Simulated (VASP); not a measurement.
# Sn (I4/mmm) in VASP: single point with PBEsol

Aim: the single point of Sn with PBEsol.

Program: VASP 6.6.1. These are calculated values, not measurements. Logs are shortened: lines on timing, memory, paths and dates and some standing lists are left out, and cuts for length are marked.

## Step 1: The cell of the first run

It takes space group I4/mmm (No. 139, tetragonal). The conventional cell has a = 3.558 Å, b = 3.558 Å, c = 3.838 Å, α = 90.00°, β = 90.00°, γ = 90.00°. Within 4.2 Å of Sn (site symmetry 4/mmm) lie 14 Sn at 3.16 to 3.84 Å.

## Step 2: Single point, PBEsol (strain -0.050 along x and y, +0.025 along z)

INCAR

```
PREC = Accurate ; ENCUT = 520
EDIFF = 1E-6 ; ISMEAR = 0
SIGMA = 0.15 ; LREAL = False
LASPH = True ; NELM = 100
ALGO = Fast ; ISIF = 2
LWAVE = False ; LCHARG = False
GGA = PS ; NBANDS = 13
```

KPOINTS

```
regular mesh
0
Gamma
  22 22 22
```

POSCAR

```
Sn
1.0
   -1.7787752712      1.7787752712      1.9192048979
    1.7787752712     -1.7787752712      1.9192048979
    1.7787752712      1.7787752712     -1.9192048979
Sn
1
Direct
    0.0000000000      0.0000000000      0.0000000000
```

Potentials or basis: VASP PAW PBE potentials, release 64 (Sn_d).

On the command line:

```sh
$ cat potpaw_PBE.64/Sn_d/POTCAR > POTCAR
$ mpirun -np 1 vasp_std > vasp.out
```

OUTCAR:

```text
PREC = Accurate
   ENCUT = 520
   EDIFF = 1E-6
   ISMEAR = 0
   LREAL = False
   LASPH = True
   NELM = 100
   ISIF = 2
   GGA = PS

 ion  position               nearest neighbor table
   1  0.000  0.000  0.000-

  LATTYP: Found a body centered tetragonal cell.
 ALAT       =     3.5575505424
 C/A-ratio  =     1.0789473684

  Lattice vectors:

 A1 = (  -1.7787752712,   1.7787752712,   1.9192048979)
 A2 = (   1.7787752712,  -1.7787752712,   1.9192048979)
 A3 = (   1.7787752712,   1.7787752712,  -1.9192048979)

Analysis of symmetry for initial positions (statically):
=====================================================================
 Subroutine PRICEL returns:
 Original cell was already a primitive cell.

 Routine SETGRP: Setting up the symmetry group for a
 body centered tetragonal supercell.

 Subroutine GETGRP returns: Found 16 space group operations
 (whereof 16 operations were pure point group operations)
 out of a pool of 16 trial point group operations.

The static configuration has the point symmetry D_4h.

Analysis of symmetry for dynamics (positions and initial velocities):
=====================================================================
 Subroutine PRICEL returns:
 Original cell was already a primitive cell.

 Routine SETGRP: Setting up the symmetry group for a
 body centered tetragonal supercell.

 Subroutine GETGRP returns: Found 16 space group operations
 (whereof 16 operations were pure point group operations)
 out of a pool of 16 trial point group operations.

The dynamic configuration has the point symmetry D_4h.

 Subroutine INISYM returns: Found 16 space group operations
 (whereof 16 operations are pure point group operations),
 and found     1 'primitive' translations

----------------------------------------------------------------------------------------

                                     Primitive cell

  volume of cell :      24.2898

  direct lattice vectors                    reciprocal lattice vectors
    -1.778775271  1.778775271  1.919204898     0.000000000  0.281092282  0.260524554
     1.778775271 -1.778775271  1.919204898     0.281092282  0.000000000  0.260524554
     1.778775271  1.778775271 -1.919204898     0.281092282  0.281092282  0.000000000

  length of vectors
     3.164084444  3.164084444  3.164084444     0.383256982  0.383256982  0.397524517

  position of ions in fractional coordinates (direct lattice)
     0.000000000  0.000000000  0.000000000

  ion indices of the primitive-cell ions
   primitive index   ion index
                 1           1

----------------------------------------------------------------------------------------

 KPOINTS: regular mesh

Automatic generation of k-mesh.
 Grid dimensions read from file:
 generate k-points for:   22   22   22

 Generating k-lattice:

  Cartesian coordinates                     Fractional coordinates (reciprocal lattice)
     0.000000000  0.012776922  0.011842025     0.045454545 -0.000000000  0.000000000
     0.012776922  0.000000000  0.011842025    -0.000000000  0.045454545  0.000000000
     0.012776922  0.012776922  0.000000000     0.000000000  0.000000000  0.045454545

  Length of vectors
     0.017420772  0.017420772  0.018069296

  Shift w.r.t. Gamma in fractional coordinates (k-lattice)
     0.000000000  0.000000000  0.000000000

 Subroutine IBZKPT returns following result:
 ===========================================

 Found    834 irreducible k-points:

 Following reciprocal coordinates:
            Coordinates               Weight
  0.000000  0.000000  0.000000      1.000000
  0.045455  0.000000  0.000000      8.000000
  0.090909  0.000000  0.000000      8.000000
  0.136364  0.000000  0.000000      8.000000
  0.181818 -0.000000  0.000000      8.000000
  0.227273 -0.000000  0.000000      8.000000
[... 16 lines left out ...]
  0.500000  0.045455  0.000000     16.000000
 -0.454545  0.045455  0.000000     16.000000
 [... further k-points ...]
   k-points           NKPTS =    834   k-points in BZ     NKDIM =    834   number of bands    NBANDS=     13
   number of dos      NEDOS =    301   number of ions     NIONS =      1
   total plane-waves  NPLWV =  13824
   dimension x,y,z NGX =    24 NGY =   24 NGZ =   24
   dimension x,y,z NGXF=    48 NGYF=   48 NGZF=   48
   ions per type =               1
   NGX,Y,Z   is equivalent  to a cutoff of  12.61, 12.61, 12.61 a.u.
   NGXF,Y,Z  is equivalent  to a cutoff of  25.22, 25.22, 25.22 a.u.
 SYSTEM =  unknown system
   PREC   = accura    normal or accurate (medium, high low for compatibility)
   ISTART =      0    job   : 0-new  1-cont  2-samecut
   ICHARG =      2    charge: 1-file 2-atom 10-const
   ISPIN  =      1    spin polarized calculation?
   LNONCOLLINEAR =      F non collinear calculations
   LSORBIT =      F    spin-orbit coupling
   LASPH  =      T    aspherical Exc in radial PAW
   ENCUT  =  520.0 eV  38.22 Ry    6.18 a.u.   5.88  5.88  5.88*2*pi/ulx,y,z
   NELM   =    100;   NELMIN=  2; NELMDL= -5     # of ELM steps
   EDIFF  = 0.1E-05   stopping-criterion for ELM
   LREAL  =      F    real-space projection
   EDIFFG = 0.1E-04   stopping-criterion for IOM
   NSW    =      0    number of steps for IOM
   IBRION =     -1    ionic relax: 0-MD 1-quasi-New 2-CG
   NFREE  =      0    steps in history (QN), initial steepest desc. (CG)
   ISIF   =      2    stress and relaxation
   ISYM   =      2    0-nonsym 1-usesym 2-fastsym
   POTIM  = 0.5000    time-step for ionic-motion
   TEBEG  =    0.0;   TEEND  =   0.0 temperature during run
   PSTRESS=    0.0 pullay stress
   NELECT =      14.0000    total number of electrons
   NUPDOWN=      -1.0000    fix difference up-down
   EMIN   =  10.00;   EMAX   =-10.00  energy-range for DOS
   EFERMI =   0.00;   METHOD = LEGACY
   ISMEAR =     0;   SIGMA  =   0.15  broadening in eV -4-tet -1-fermi 0-gaus
   EFERMI_NEDOS =   21; number of points for ismear=-14 and -15
   IALGO  =     68    algorithm
   IMIX   =      4    mixing-type and parameters
     AMIX     =   0.40;   BMIX     =  1.00
     AMIX_MAG =   1.60;   BMIX_MAG =  1.00
  volume/ion in A,a.u.               =      24.29       163.92
  Fermi-wavevector in a.u.,A,eV,Ry     =   1.362416  2.574593 25.254819  1.856177
  Thomas-Fermi vector in A             =   2.488907
   LORBIT       =      0    0 simple, 1 ext, 2 COOP (PROOUT), +10 PAW based schemes
   GGA     = PS    functional components
   LHFCALC =     F    Hartree Fock is set to
   AEXX    =    0.0000 exact exchange contribution
   IVDW    =     0    specifies the selected vdW correction
   LEPSILON=     F    determine dielectric tensor
   LRPA    =     F    only Hartree local field effects (RPA)
 non-spin polarized calculation
 RMM-DIIS sequential band-by-band and
 Gauss-broadening in eV      SIGMA  =   0.15
  energy-cutoff  :      520.00
  volume of cell :       24.29
 maximum number of plane-waves:       674
   NGX = 11   NGY = 11   NGZ = 11

 number of electron      14.0000000 magnetization

 Free energy of the ion-electron system (eV)
  ---------------------------------------------------
  ext. energy  EPLUGINS =         0.00000000
  ---------------------------------------------------
  free energy    TOTEN  =        -4.20696138 eV

  energy without entropy =       -4.20012651  energy(sigma->0) =       -4.20354395

 E-fermi :   9.3720     XC(G=0): -11.0440

 val. band max:        9.3707305044   @ k =  -0.4091   0.2273   0.0909
 cond. band min:       9.3727450712   @ k =  -0.2727  -0.3636   0.1364
 fundamental gap:      0.0020145668
 Fermi energy:         9.3719935527

 k-point     1 :       0.0000    0.0000    0.0000
  band No.  band energies     occupation
      1     -12.1744      2.00000
      2     -12.1744      2.00000
      3     -12.1444      2.00000
      4     -12.0010      2.00000
      5     -11.9554      2.00000
      6      -2.6068      2.00000
      7      18.1079      0.00000
      8      18.4646      0.00000
      9      18.4646      0.00000
     10      21.0758      0.00000
     11      22.2739      0.00000
     12      22.2760      0.00000
     13      22.5146      0.00000

 k-point     2 :       0.0455    0.0000    0.0000
  band No.  band energies     occupation
      1     -12.1723      2.00000
      2     -12.1721      2.00000
      3     -12.1421      2.00000
      4     -12.0018      2.00000
      5     -11.9564      2.00000
      6      -2.5585      2.00000
      7      17.7043      0.00000
      8      18.2507      0.00000
      9      18.2632      0.00000
     10      20.7578      0.00000
     11      21.8921      0.00000
     12      21.9704      0.00000
     13      22.8841      0.00000

 k-point     3 :       0.0909    0.0000    0.0000
  band No.  band energies     occupation
      1     -12.1696      2.00000
      2     -12.1666      2.00000
      3     -12.1311      2.00000
      4     -12.0041      2.00000
      5     -11.9591      2.00000
      6      -2.4132      2.00000
      7      16.4428      0.00000
      8      17.7266      0.00000
      9      18.0500      0.00000
     10      20.3981      0.00000
     11      21.3084      0.00000
     12      21.5765      0.00000
     13      23.1952      0.00000
[... 305 lines left out ...]
 k-point    23 :       0.5000    0.0455    0.0000
  band No.  band energies     occupation
      1     -12.2184      2.00000
      2     -12.1491      2.00000
      3     -12.0109      2.00000
      4     -11.9701      2.00000
      5     -11.8657      2.00000
      6       2.5418      2.00000
      7       4.4546      2.00000
      8      13.4665      0.00000
      9      15.3272      0.00000
     10      18.6238      0.00000
     11      19.1064      0.00000
     12      23.2264      0.00000
     13      26.6460      0.00000

 k-point    24 :      -0.4545    0.0455    0.0000
  band No.  band energies     occupation
      1     -12.2162      2.00000
      2     -12.1467      2.00000
      3     -12.0121      2.00000
      4     -11.9705      2.00000
      5     -11.8777      2.00000
      6       1.7971      2.00000
      7       5.3819      2.00000
      8      13.6024      0.00000
      9      15.4061      0.00000
     10      18.7052      0.00000
     11      19.1131      0.00000
     12      22.7603      0.00000
     13      26.7197      0.00000

 [... further k-points ...]
[... 5 lines left out ...]
  --------------------------------------------------------------------------------------
  -------------------------------------------------------------------------------------
  Total        0.7476076      0.7476076      0.7590794      0.0000000      0.0000000      0.0000000
  in kB       49.3129273     49.3129273     50.0696165      0.0000000      0.0000000      0.0000000
  external PRESSURE =      49.5651570 kB  Pullay stress =       0.0000000 kB

 VOLUME and BASIS-vectors are now :
 -----------------------------------------------------------------------------
  energy-cutoff  :      520.00
  volume of cell :       24.29
      direct lattice vectors                 reciprocal lattice vectors
    -1.778775271  1.778775271  1.919204898     0.000000000  0.281092282  0.260524554
     1.778775271 -1.778775271  1.919204898     0.281092282  0.000000000  0.260524554
     1.778775271  1.778775271 -1.919204898     0.281092282  0.281092282  0.000000000

 POSITION                                       TOTAL-FORCE (eV/Angst)
 -----------------------------------------------------------------------------------
      0.00000      0.00000      0.00000        -0.000000      0.000000      0.000000
 -----------------------------------------------------------------------------------
    total drift:                                0.000000      0.000000      0.000000

  FREE ENERGIE OF THE ION-ELECTRON SYSTEM (eV)
  ---------------------------------------------------
  free  energy   TOTEN  =        -4.2069613788 eV

  energy  without entropy=       -4.2001265117  energy(sigma->0) =       -4.20354395
```

It took 63 s on 1 thread of Intel Xeon 6975P-C (Granite Rapids), shared host; peak memory 0.34 GiB.

Results:

* Free energy: -4.2070 eV
* Pressure: 5.0 GPa
* Band gap on the k mesh: zero (bands 7 and 8 overlap by 11.50 eV)

Stress tensor (GPa, compression positive):
```
4.93 0.00 0.00
0.00 4.93 0.00
0.00 0.00 5.01
```

Levels at points of the mesh, in eV from the Fermi level:
| k point | band 3 | band 4 | band 5 | band 6 | band 7 | band 8 | band 9 | band 10 | band 11 | band 12 |
| --- | --- | --- | --- | --- | --- | --- | --- | --- | --- | --- |
| (0.00, 0.00, 0.00) | -21.52 | -21.37 | -21.33 | -11.98 | 8.74 | 9.09 | 9.09 | 11.70 | 12.90 | 12.90 |
| (0.50, 0.00, 0.00) | -21.38 | -21.34 | -21.23 | -6.73 | -5.11 | 4.38 | 6.28 | 9.09 | 9.14 | 14.22 |
| (0.50, 0.50, 0.00) | -21.34 | -21.33 | -21.22 | -6.18 | -4.87 | 3.35 | 4.88 | 7.85 | 7.85 | 17.58 |
| (0.50, 0.50, 0.50) | -21.27 | -21.25 | -21.25 | -2.03 | -1.61 | -0.08 | -0.08 | 3.68 | 4.22 | 18.92 |

Caveat: the cell differs from its parent crystal (strain -0.050 along x and y, +0.025 along z); the cell stands under pressure; the PAW data sets were made with another functional, which shifts forces and pressure a little; spin-orbit coupling is left out, which moves the levels of the heavy elements.
